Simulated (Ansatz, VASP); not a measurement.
# Ta in VASP and in Ansatz

```
CELL_PARAMETERS angstrom
-1.65128 1.65128 -1.65128
-1.65128 -1.65128 1.65128
0.00000 7.43076 5.77948
ATOMIC_POSITIONS crystal
Ta 0.78125 0.21875 0.87500
Ta 0.46875 0.53125 0.12500
Ta 0.90625 0.09375 0.37500
Ta 0.34375 0.65625 0.62500
```

Alike in both runs: task single point; functional PBEsol; k mesh 17 × 17 × 5; occupations gaussian, width 0.15 eV; no spin polarisation.

|  | VASP | Ansatz |
| --- | --- | --- |
| version | VASP 6.6.1 | Ansatz 0.2.0 |
| potentials or method | VASP PAW PBE potentials, release 64 (Ta_pv), cutoff 520 eV | scalar-relativistic, plane waves, PAW |
| valence electrons in the cell | 44 | 52 |

```tsv
	VASP	Ansatz	Ansatz less VASP
gap on the k mesh at the Fermi level (eV)	none	none	-
pressure (GPa)	-2.3	-2.5	-0.20
traceless stress, the component that is largest in VASP (GPa)	2.94	2.88	-0.059
rms of the force components (eV/Å)	0.389	0.383	-0.0063
```

VASP's potentials were made for PBE, not for PBEsol. Atom by atom the forces differ by 0.006 eV/Å (rms over components). A gap of «none» marks a metal or a gap that the smearing closes. The functional is the same, so the differences come from potentials, cutoffs and numerics. VASP's potentials hold 44 valence electrons a cell and Ansatz's 52, so a difference there can come from the potentials and not from the codes.

Neither program's run includes spin-orbit coupling.
